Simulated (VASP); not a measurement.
Crystal: NaAl.

```xyz
2
Lattice="0.0000 2.6281 2.6281 2.6281 0.0000 2.6281 2.6281 2.6281 0.0000" Properties=species:S:1:pos:R:3 pbc="T T T"
Na    0.0000    0.0000    0.0000
Al    2.6281    2.6281    2.6281
```

```yaml
Program: VASP 6.6.1
Task: relaxation of cell and atoms
Functional: PBE
Potentials_or_basis: VASP PAW PBE potentials, release 64 (Na_sv, Al)
Cutoff: 970 eV
k_mesh: 6 × 6 × 6
Occupations: gaussian, width 0.1 eV
Spin: no spin polarisation
```

At the start: pressure 20.1 GPa; volume 18.15 Å³/atom.

**Question.** Where does the relaxation end?

**Answer.** Over 4 steps the energy falls by 458.8 meV/atom and the volume is 28.62 Å³/atom (+57.7 %); space group Fm-3m (No. 225, to 0.1 Å) before and after.

The path:
```tsv
step	energy change (eV)	largest force (eV/Å)	pressure (GPa)	volume (Å³)
1	0.0000	0.0000	20.06	36.30
2	-0.8345	0.0000	3.75	49.60
3	-0.9095	0.0000	1.04	54.82
4	-0.9176	0.0000	0.05	57.23
```

Final structure:
```cif
data_structure
_symmetry_space_group_name_H-M 'P 1'
_symmetry_Int_Tables_number 1
_cell_length_a 4.3257
_cell_length_b 4.3257
_cell_length_c 4.3257
_cell_angle_alpha 60.000
_cell_angle_beta 60.000
_cell_angle_gamma 60.000
_cell_volume 57.23
loop_
_atom_site_label
_atom_site_type_symbol
_atom_site_fract_x
_atom_site_fract_y
_atom_site_fract_z
_atom_site_occupancy
Na1 Na 0.00000 0.00000 0.00000 1
Al1 Al 0.50000 0.50000 0.50000 1
```

Caveat: the volume moved by over 15 % at a fixed basis, so the end points are rough.
